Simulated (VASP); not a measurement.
The system is Ca13Mg3O16.

```
O Ca Mg
1.0
     9.32498    0.00000    0.00000
     0.00000    9.32498    0.00000
     0.00000    0.00000    9.32498
O Ca Mg
32 26 6
Direct
  0.24958 0.00161 0.00126
  0.25028 0.99778 0.50244
  0.25029 0.49884 0.00436
  0.25120 0.50035 0.49994
  0.74987 0.00048 0.99797
  0.74967 0.99984 0.49946
  0.75322 0.50176 0.99616
  0.74877 0.49926 0.50132
  0.99808 0.24828 0.99955
  0.99924 0.25337 0.50052
  0.00103 0.75194 0.99975
  0.99901 0.75192 0.50062
  0.49508 0.24693 0.00151
  0.49744 0.24411 0.49789
  0.50325 0.74989 0.99616
  0.49706 0.74988 0.50019
  0.00187 0.00081 0.24718
  0.00172 0.00421 0.74762
  0.99830 0.50064 0.24600
  0.99882 0.49781 0.75197
  0.49917 0.99924 0.24996
  0.49988 0.00040 0.75016
  0.50186 0.50109 0.24855
  0.50092 0.50110 0.75164
  0.24860 0.24956 0.24963
  0.25046 0.25037 0.75390
  0.24948 0.75169 0.25014
  0.25185 0.75061 0.74773
  0.75026 0.24904 0.24748
  0.74698 0.24850 0.75139
  0.74723 0.74836 0.25293
  0.75043 0.74428 0.74920
  0.00308 0.99953 0.99816
  0.00097 0.00078 0.49777
  0.00024 0.49960 0.99999
  0.50170 0.00177 0.00126
  0.50019 0.99903 0.49915
  0.49768 0.50405 0.00220
  0.49865 0.50054 0.50034
  0.24822 0.25297 0.99844
  0.24923 0.75119 0.99421
  0.24873 0.75038 0.50004
  0.74981 0.25893 0.99830
  0.75076 0.25288 0.49956
  0.74933 0.75191 0.00108
  0.74835 0.74863 0.49896
  0.24958 0.99883 0.24923
  0.25023 0.00177 0.75311
  0.25080 0.50343 0.25136
  0.24716 0.50116 0.75088
  0.75038 0.00257 0.25112
  0.75103 0.99787 0.75100
  0.75186 0.50084 0.25395
  0.00036 0.24993 0.25166
  0.00249 0.24795 0.75298
  0.00412 0.74735 0.74793
  0.49995 0.24725 0.74791
  0.50482 0.75056 0.25001
  0.00051 0.49952 0.49910
  0.24863 0.25640 0.50171
  0.74948 0.50010 0.75288
  0.99838 0.74868 0.25004
  0.50097 0.24927 0.25028
  0.49796 0.74890 0.74944
```

```yaml
Program: VASP 6.6.1
Task: relaxation of volume and atoms at fixed shape
Functional: PBEsol
Potentials_or_basis: VASP PAW PBE potentials, release 64 (O, Ca_sv, Mg)
Cutoff: 600 eV
k_mesh: 1 × 1 × 1, shifted
Occupations: fermi-dirac, width 0.05 eV
Spin: no spin polarisation
```

At the start: pressure 2.8 GPa; volume 12.67 Å³/atom.

Task: Where does the relaxation end?

Result: Over 12 steps the energy falls by 26.0 meV/atom and the volume is 12.86 Å³/atom (+1.5 %); space group P1 (No. 1, to 0.1 Å) before, C2 (No. 5, to 0.1 Å).

The path:
```csv
step,energy change (eV),largest force (eV/Å),pressure (GPa),volume (Å³)
1,0.0000,1.4135,2.78,810.86
2,-1.1117,0.6242,-1.69,836.89
3,-1.1515,0.4782,-2.56,842.81
4,-1.5679,0.2693,-0.34,825.02
5,-1.5946,0.2490,0.48,819.20
6,-1.6428,0.1214,0.11,821.60
7,-1.6465,0.1261,-0.02,822.45
8,-1.6569,0.0700,-0.03,822.63
9,-1.6597,0.0631,-0.04,822.78
10,-1.6626,0.0380,0.03,822.33
11,-1.6630,0.0348,0.07,822.07
12,-1.6640,0.0193,-0.06,822.96
```

Final structure:
```yaml
crystal:
  lattice:
    - [9.37116, 0.00000, 0.00000]
    - [0.00000, 9.37116, 0.00000]
    - [0.00000, 0.00000, 9.37116]
  atoms:
    - { symbol: O, position: [0.24970, 0.00188, 0.99958] }
    - { symbol: O, position: [0.24847, 0.01055, 0.50006] }
    - { symbol: O, position: [0.24852, 0.49901, 0.99842] }
    - { symbol: O, position: [0.23976, 0.49034, 0.50107] }
    - { symbol: O, position: [0.75037, 0.00059, 0.99843] }
    - { symbol: O, position: [0.75138, 0.00178, 0.50123] }
    - { symbol: O, position: [0.75139, 0.50007, 0.98924] }
    - { symbol: O, position: [0.76012, 0.49912, 0.50991] }
    - { symbol: O, position: [0.00137, 0.25191, 0.00336] }
    - { symbol: O, position: [0.00968, 0.26073, 0.49800] }
    - { symbol: O, position: [0.00022, 0.74870, 0.00864] }
    - { symbol: O, position: [0.00114, 0.73976, 0.49085] }
    - { symbol: O, position: [0.49863, 0.25083, 0.00921] }
    - { symbol: O, position: [0.48978, 0.25200, 0.49100] }
    - { symbol: O, position: [0.49985, 0.74979, 0.99384] }
    - { symbol: O, position: [0.49884, 0.74868, 0.50533] }
    - { symbol: O, position: [0.99987, 0.99164, 0.25165] }
    - { symbol: O, position: [0.99856, 0.99694, 0.74839] }
    - { symbol: O, position: [0.99875, 0.50940, 0.26024] }
    - { symbol: O, position: [0.99010, 0.50231, 0.73959] }
    - { symbol: O, position: [0.50013, 0.00636, 0.25049] }
    - { symbol: O, position: [0.50125, 0.99138, 0.74937] }
    - { symbol: O, position: [0.50117, 0.49504, 0.25158] }
    - { symbol: O, position: [0.50993, 0.50923, 0.74834] }
    - { symbol: O, position: [0.25918, 0.25114, 0.26060] }
    - { symbol: O, position: [0.25244, 0.25165, 0.74021] }
    - { symbol: O, position: [0.24432, 0.74992, 0.25144] }
    - { symbol: O, position: [0.25872, 0.74829, 0.74834] }
    - { symbol: O, position: [0.74137, 0.25195, 0.25197] }
    - { symbol: O, position: [0.74723, 0.25980, 0.74869] }
    - { symbol: O, position: [0.75591, 0.74877, 0.25035] }
    - { symbol: O, position: [0.74068, 0.73972, 0.74912] }
    - { symbol: Ca, position: [0.00004, 0.99825, 0.00215] }
    - { symbol: Ca, position: [0.00184, 0.00030, 0.49815] }
    - { symbol: Ca, position: [0.99805, 0.50221, 0.99992] }
    - { symbol: Ca, position: [0.49994, 0.00036, 0.00001] }
    - { symbol: Ca, position: [0.49776, 0.00206, 0.49975] }
    - { symbol: Ca, position: [0.50201, 0.50054, 0.99825] }
    - { symbol: Ca, position: [0.49998, 0.49891, 0.50146] }
    - { symbol: Ca, position: [0.25193, 0.25075, 0.00262] }
    - { symbol: Ca, position: [0.25001, 0.75009, 0.99989] }
    - { symbol: Ca, position: [0.24830, 0.74720, 0.49982] }
    - { symbol: Ca, position: [0.74808, 0.25238, 0.00014] }
    - { symbol: Ca, position: [0.75002, 0.25401, 0.50028] }
    - { symbol: Ca, position: [0.74987, 0.74811, 0.99816] }
    - { symbol: Ca, position: [0.75162, 0.74614, 0.50123] }
    - { symbol: Ca, position: [0.25017, 0.00210, 0.25216] }
    - { symbol: Ca, position: [0.25185, 0.00020, 0.74768] }
    - { symbol: Ca, position: [0.24829, 0.49915, 0.25396] }
    - { symbol: Ca, position: [0.24969, 0.50001, 0.74629] }
    - { symbol: Ca, position: [0.75004, 0.00042, 0.25024] }
    - { symbol: Ca, position: [0.74796, 0.99751, 0.74949] }
    - { symbol: Ca, position: [0.75164, 0.50049, 0.25281] }
    - { symbol: Ca, position: [0.00240, 0.25348, 0.25428] }
    - { symbol: Ca, position: [0.99984, 0.25468, 0.74556] }
    - { symbol: Ca, position: [0.99752, 0.74601, 0.74684] }
    - { symbol: Ca, position: [0.49985, 0.25297, 0.74725] }
    - { symbol: Ca, position: [0.50005, 0.75013, 0.25021] }
    - { symbol: Mg, position: [0.99976, 0.50013, 0.50025] }
    - { symbol: Mg, position: [0.25002, 0.25414, 0.49709] }
    - { symbol: Mg, position: [0.74967, 0.50318, 0.74653] }
    - { symbol: Mg, position: [0.99986, 0.74610, 0.25420] }
    - { symbol: Mg, position: [0.49662, 0.25119, 0.25432] }
    - { symbol: Mg, position: [0.50299, 0.74595, 0.74917] }
```

Caveat: the PAW data sets were made with another functional, which shifts forces and pressure a little.
